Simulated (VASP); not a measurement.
# SiC4 (I4/mmm) in VASP: single point with PBE

Aim: the single point of SiC4 with PBE.

All numbers are computed with VASP 6.6.1; they aren't measurements. Logs are shortened: lines on timing, memory, paths and dates and some standing lists are left out, and cuts for length are marked.

### 1 The cell of the first run

Symmetry: I4/mmm, No. 139, tetragonal system. Conventional cell: a = 4.135 Å, b = 4.135 Å, c = 7.539 Å, α = 90.00°, β = 90.00°, γ = 90.00°. Si (site symmetry 4/mmm) has 4 C at 1.89 Å within 2.5 Å. Within 2.1 Å of C (site symmetry m2m) lie 3 C at 1.46 to 2.07 Å and 1 Si at 1.89 Å.

### 2 Single point, PBE

POSCAR reads:

```
SiC4
1.0
   -2.0674045426      2.0674045426      3.7697219586
    2.0674045426     -2.0674045426      3.7697219586
    2.0674045426      2.0674045426     -3.7697219586
Si C
1 4
Direct
    0.5000000000      0.5000000000      0.0000000000
    0.8232279179      0.8232279179      0.6464558358
    0.1767720821      0.1767720821      0.3535441642
    0.8232279179      0.1767720821      0.0000000000
    0.1767720821      0.8232279179      0.0000000000
```

INCAR.step1 reads:

```
SYSTEM = SiC4
PREC = Accurate
ENCUT = 520
EDIFF = 1E-6
ISMEAR = 0
SIGMA = 0.1
LREAL = .FALSE.
LASPH = .TRUE.
NELM = 60
ALGO = Normal
ISIF = 2
LWAVE = .FALSE.
LCHARG = .TRUE.
GGA = PE
NBANDS = 18
```

KPOINTS.step1 reads:

```
regular mesh
0
G
  12 12 12
  0 0 0
```

INCAR.step2 reads:

```
SYSTEM = SiC4
PREC = Accurate
ENCUT = 520
EDIFF = 1E-6
ISMEAR = -5
SIGMA = 0.1
LREAL = .FALSE.
LASPH = .TRUE.
NELM = 60
ALGO = Normal
ISIF = 2
LWAVE = .FALSE.
LCHARG = .FALSE.
GGA = PE
LORBIT = 11
NBANDS = 18
NEDOS = 2001
ICHARG = 11
```

KPOINTS.step2 reads:

```
regular mesh
0
G
  18 18 18
  0 0 0
```

Potentials or basis: VASP PAW PBE potentials, release 64 (Si, C).

Launch:

```
cat potpaw_PBE.64/Si/POTCAR potpaw_PBE.64/C/POTCAR > POTCAR
cp INCAR.step1 INCAR
cp KPOINTS.step1 KPOINTS
mpirun -np 1 vasp_std > vasp.out
cp INCAR.step2 INCAR
cp KPOINTS.step2 KPOINTS
mpirun -np 1 vasp_std > vasp.out
```

OUTCAR:

```text
SYSTEM = SiC4
   PREC = Accurate
   ENCUT = 520
   EDIFF = 1E-6
   ISMEAR = -5
   LREAL = .FALSE.
   LASPH = .TRUE.
   NELM = 60
   ISIF = 2
   GGA = PE
   LORBIT = 11
   ICHARG = 11

 ion  position               nearest neighbor table
   1  0.500  0.500  0.000-   2 1.89   4 1.89   5 1.89   3 1.89
   2  0.823  0.823  0.646-   4 1.46   5 1.46   1 1.89   3 2.07
   3  0.177  0.177  0.354-   4 1.46   5 1.46   1 1.89   2 2.07
   4  0.823  0.177  0.000-   2 1.46   3 1.46   1 1.89   5 2.07
   5  0.177  0.823  0.000-   2 1.46   3 1.46   1 1.89   4 2.07

  LATTYP: Found a body centered tetragonal cell.
 ALAT       =     4.1348090852
 C/A-ratio  =     1.8234079886

  Lattice vectors:

 A1 = (  -2.0674045426,   2.0674045426,   3.7697219586)
 A2 = (   2.0674045426,  -2.0674045426,   3.7697219586)
 A3 = (   2.0674045426,   2.0674045426,  -3.7697219586)

Analysis of symmetry for initial positions (statically):
=====================================================================
 Subroutine PRICEL returns:
 Original cell was already a primitive cell.

 Routine SETGRP: Setting up the symmetry group for a
 body centered tetragonal supercell.

 Subroutine GETGRP returns: Found 16 space group operations
 (whereof 16 operations were pure point group operations)
 out of a pool of 16 trial point group operations.

The static configuration has the point symmetry D_4h.

Analysis of symmetry for dynamics (positions and initial velocities):
=====================================================================
 Subroutine PRICEL returns:
 Original cell was already a primitive cell.

 Routine SETGRP: Setting up the symmetry group for a
 body centered tetragonal supercell.

 Subroutine GETGRP returns: Found 16 space group operations
 (whereof 16 operations were pure point group operations)
 out of a pool of 16 trial point group operations.

The dynamic configuration has the point symmetry D_4h.

 Subroutine INISYM returns: Found 16 space group operations
 (whereof 16 operations are pure point group operations),
 and found     1 'primitive' translations

----------------------------------------------------------------------------------------

                                     Primitive cell

  volume of cell :      64.4496

  direct lattice vectors                    reciprocal lattice vectors
    -2.067404543  2.067404543  3.769721959     0.000000000  0.241849135  0.132635777
     2.067404543 -2.067404543  3.769721959     0.241849135  0.000000000  0.132635777
     2.067404543  2.067404543 -3.769721959     0.241849135  0.241849135  0.000000000

  length of vectors
     4.770652652  4.770652652  4.770652652     0.275831929  0.275831929  0.342026327

  position of ions in fractional coordinates (direct lattice)
     0.500000000  0.500000000  0.000000000
     0.823227918  0.823227918  0.646455836
     0.176772082  0.176772082  0.353544164
     0.823227918  0.176772082  0.000000000
     0.176772082  0.823227918  0.000000000

  ion indices of the primitive-cell ions
   primitive index   ion index
                 1           1
                 2           2
                 3           3
                 4           4
                 5           5

----------------------------------------------------------------------------------------

 KPOINTS: regular mesh

Automatic generation of k-mesh.
 Grid dimensions read from file:
 generate k-points for:   18   18   18

 Generating k-lattice:

  Cartesian coordinates                     Fractional coordinates (reciprocal lattice)
     0.000000000  0.013436063  0.007368654     0.055555556  0.000000000 -0.000000000
     0.013436063  0.000000000  0.007368654     0.000000000  0.055555556 -0.000000000
     0.013436063  0.013436063  0.000000000     0.000000000  0.000000000  0.055555556

  Length of vectors
     0.015323996  0.015323996  0.019001463

  Shift w.r.t. Gamma in fractional coordinates (k-lattice)
     0.000000000  0.000000000  0.000000000

 TETIRR: Found   7414 inequivalent tetrahedra from    34992

 Subroutine IBZKPT returns following result:
 ===========================================

 Found    480 irreducible k-points:

 Following reciprocal coordinates:
            Coordinates               Weight
  0.000000  0.000000  0.000000      1.000000
  0.055556  0.000000  0.000000      8.000000
  0.111111  0.000000  0.000000      8.000000
  0.166667  0.000000  0.000000      8.000000
  0.222222  0.000000  0.000000      8.000000
  0.277778 -0.000000  0.000000      8.000000
[... 16 lines left out ...]
 -0.277778  0.055556 -0.000000     16.000000
 -0.222222  0.055556  0.000000     16.000000
 [... further k-points ...]
   k-points           NKPTS =    480   k-points in BZ     NKDIM =    480   number of bands    NBANDS=     18
   number of dos      NEDOS =   2001   number of ions     NIONS =      5
   total plane-waves  NPLWV =  46656
   dimension x,y,z NGX =    36 NGY =   36 NGZ =   36
   dimension x,y,z NGXF=    72 NGYF=   72 NGZF=   72
   ions per type =               1   4
   NGX,Y,Z   is equivalent  to a cutoff of  12.55, 12.55, 12.55 a.u.
   NGXF,Y,Z  is equivalent  to a cutoff of  25.09, 25.09, 25.09 a.u.
 SYSTEM =  SiC4
   PREC   = accura    normal or accurate (medium, high low for compatibility)
   ISTART =      0    job   : 0-new  1-cont  2-samecut
   ICHARG =     11    charge: 1-file 2-atom 10-const
   ISPIN  =      1    spin polarized calculation?
   LNONCOLLINEAR =      F non collinear calculations
   LSORBIT =      F    spin-orbit coupling
   LASPH  =      T    aspherical Exc in radial PAW
   ENCUT  =  520.0 eV  38.22 Ry    6.18 a.u.   8.87  8.87  8.87*2*pi/ulx,y,z
   NELM   =     60;   NELMIN=  2; NELMDL=  0     # of ELM steps
   EDIFF  = 0.1E-05   stopping-criterion for ELM
   LREAL  =      F    real-space projection
   EDIFFG = 0.1E-04   stopping-criterion for IOM
   NSW    =      0    number of steps for IOM
   IBRION =     -1    ionic relax: 0-MD 1-quasi-New 2-CG
   NFREE  =      0    steps in history (QN), initial steepest desc. (CG)
   ISIF   =      2    stress and relaxation
   ISYM   =      2    0-nonsym 1-usesym 2-fastsym
   POTIM  = 0.5000    time-step for ionic-motion
   TEBEG  =    0.0;   TEEND  =   0.0 temperature during run
   PSTRESS=    0.0 pullay stress
   NELECT =      20.0000    total number of electrons
   NUPDOWN=      -1.0000    fix difference up-down
   EMIN   =  10.00;   EMAX   =-10.00  energy-range for DOS
   EFERMI =   0.00;   METHOD = LEGACY
   ISMEAR =    -5;   SIGMA  =   0.10  broadening in eV -4-tet -1-fermi 0-gaus
   EFERMI_NEDOS =   21; number of points for ismear=-14 and -15
   IALGO  =     38    algorithm
   IMIX   =      4    mixing-type and parameters
     AMIX     =   0.40;   BMIX     =  1.00
     AMIX_MAG =   1.60;   BMIX_MAG =  1.00
  volume/ion in A,a.u.               =      12.89        86.99
  Fermi-wavevector in a.u.,A,eV,Ry     =   1.108353  2.094483 16.714026  1.228446
  Thomas-Fermi vector in A             =   2.244879
   LORBIT       =     11    0 simple, 1 ext, 2 COOP (PROOUT), +10 PAW based schemes
   GGA     = PE    functional components
   LHFCALC =     F    Hartree Fock is set to
   AEXX    =    0.0000 exact exchange contribution
   IVDW    =     0    specifies the selected vdW correction
   LEPSILON=     F    determine dielectric tensor
   LRPA    =     F    only Hartree local field effects (RPA)
 non-spin polarized calculation
 Fermi weights with tetrahedron method with Bloechl corrections
  energy-cutoff  :      520.00
  volume of cell :       64.45
 maximum number of plane-waves:      1774

 number of electron      20.0000000 magnetization

 Free energy of the ion-electron system (eV)
  ---------------------------------------------------
  ext. energy  EPLUGINS =         0.00000000
  ---------------------------------------------------
  free energy    TOTEN  =       -36.55065245 eV

  energy without entropy =      -36.55065245  energy(sigma->0) =      -36.55065245

 E-fermi :   3.1256     XC(G=0):  -9.2049

 val. band max:        3.1530855514   @ k =   0.0556   0.0556   0.0000
 cond. band min:       3.0802174389   @ k =   0.3333   0.3333   0.1667
 fundamental gap:     -0.0728681126
 Fermi energy:         3.1255874751

 k-point     1 :       0.0000    0.0000    0.0000
  band No.  band energies     occupation
      1     -14.7162      2.00000
      2      -6.9951      2.00000
      3      -6.7256      2.00000
      4      -6.7256      2.00000
      5      -3.4219      2.00000
      6      -1.8541      2.00000
[... 10 lines left out ...]
     17      14.8662      0.00000
     18      14.9865      0.00000

 k-point     2 :       0.0556    0.0000    0.0000
  band No.  band energies     occupation
      1     -14.7065      2.00000
      2      -7.3107      2.00000
      3      -6.7164      2.00000
      4      -6.4251      2.00000
      5      -3.3674      2.00000
      6      -1.8526      2.00000
[... 10 lines left out ...]
     17      14.2247      0.00000
     18      14.8928      0.00000

 k-point     3 :       0.1111    0.0000    0.0000
  band No.  band energies     occupation
      1     -14.6783      2.00000
      2      -7.7287      2.00000
      3      -6.6893      2.00000
      4      -6.0495      2.00000
      5      -3.2096      2.00000
      6      -1.8477      2.00000
[... 10 lines left out ...]
     17      13.3460      0.00000
     18      14.9547      0.00000

 k-point     4 :       0.1667    0.0000    0.0000
  band No.  band energies     occupation
      1     -14.6337      2.00000
      2      -8.1367      2.00000
      3      -6.6460      2.00000
      4      -5.7030      2.00000
      5      -2.9690      2.00000
      6      -1.8385      2.00000
[... 375 lines left out ...]
      4      -4.6724      2.00000
      5      -2.9660      2.00000
      6      -2.1025      2.00000
[... 10 lines left out ...]
     17      12.2283      0.00000
     18      14.0248      0.00000

 k-point    23 :      -0.2778    0.0556   -0.0000
  band No.  band energies     occupation
      1     -14.5099      2.00000
      2      -8.8370      2.00000
      3      -6.6779      2.00000
      4      -4.9275      2.00000
      5      -2.6945      2.00000
      6      -2.2206      2.00000
[... 10 lines left out ...]
     17      12.4414      0.00000
     18      14.2167      0.00000

 k-point    24 :      -0.2222    0.0556    0.0000
  band No.  band energies     occupation
      1     -14.5725      2.00000
      2      -8.5094      2.00000
      3      -6.7482      2.00000
      4      -5.2067      2.00000
      5      -2.6814      2.00000
      6      -2.1514      2.00000
[... 10 lines left out ...]
     17      12.5254      0.00000
     18      14.4009      0.00000

 [... further k-points ...]
[... 5 lines left out ...]
  --------------------------------------------------------------------------------------
  -------------------------------------------------------------------------------------
  Total        0.1796812      0.1796812      0.3143942      0.0000000     -0.0000000      0.0000000
  in kB        4.4667632      4.4667632      7.8156446      0.0000000     -0.0000000      0.0000000
  external PRESSURE =       5.5830570 kB  Pullay stress =       0.0000000 kB

 VOLUME and BASIS-vectors are now :
 -----------------------------------------------------------------------------
  energy-cutoff  :      520.00
  volume of cell :       64.45
      direct lattice vectors                 reciprocal lattice vectors
    -2.067404543  2.067404543  3.769721959     0.000000000  0.241849135  0.132635777
     2.067404543 -2.067404543  3.769721959     0.241849135  0.000000000  0.132635777
     2.067404543  2.067404543 -3.769721959     0.241849135  0.241849135  0.000000000

 POSITION                                       TOTAL-FORCE (eV/Angst)
 -----------------------------------------------------------------------------------
      0.00000      0.00000      3.76972         0.000000     -0.000000     -0.000000
      1.33649      1.33649      3.76972        -0.064059     -0.064059     -0.000000
      0.73092      0.73092      0.00000         0.064059      0.064059      0.000000
     -1.33649      1.33649      3.76972         0.064059     -0.064059     -0.000000
      1.33649     -1.33649      3.76972        -0.064059      0.064059      0.000000
 -----------------------------------------------------------------------------------
    total drift:                                0.000000      0.000000     -0.000000

  FREE ENERGIE OF THE ION-ELECTRON SYSTEM (eV)
  ---------------------------------------------------
  free  energy   TOTEN  =       -36.5506524475 eV

  energy  without entropy=      -36.5506524475  energy(sigma->0) =      -36.55065245

 total charge

# of ion       s       p       d       tot
------------------------------------------
    1        0.681   0.966   0.000   1.647
    2        0.895   1.604   0.000   2.498
    3        0.895   1.604   0.000   2.498
    4        0.895   1.604   0.000   2.498
    5        0.895   1.604   0.000   2.498
--------------------------------------------------
tot          4.259   7.380   0.000  11.639
```

Wall time 5.6 min (1 thread of Intel Xeon Platinum 8488C (Sapphire Rapids), shared host); peak memory 0.53 GiB.

Results:

```yaml
Valence_electrons_inside_the_program's_atomic_spheres: Si 1.65; C 2.50
```

Levels at points of the mesh, in eV from the Fermi level:
| k point | band 8 | band 9 | band 10 | band 11 | band 12 | band 13 |
| --- | --- | --- | --- | --- | --- | --- |
| (0.00, 0.00, 0.00) | -3.51 | -2.90 | 0.20 | 0.20 | 2.24 | 3.17 |
| (0.50, 0.00, 0.00) | -4.04 | -2.15 | 0.30 | 1.28 | 4.43 | 4.88 |
| (0.50, 0.50, 0.00) | -1.84 | -1.82 | -0.98 | 0.01 | 0.31 | 4.94 |
| (0.50, 0.50, 0.50) | -3.51 | -2.79 | 1.06 | 1.06 | 2.87 | 3.62 |

Caveat: tetrahedron occupations give inexact forces and stress in metals.
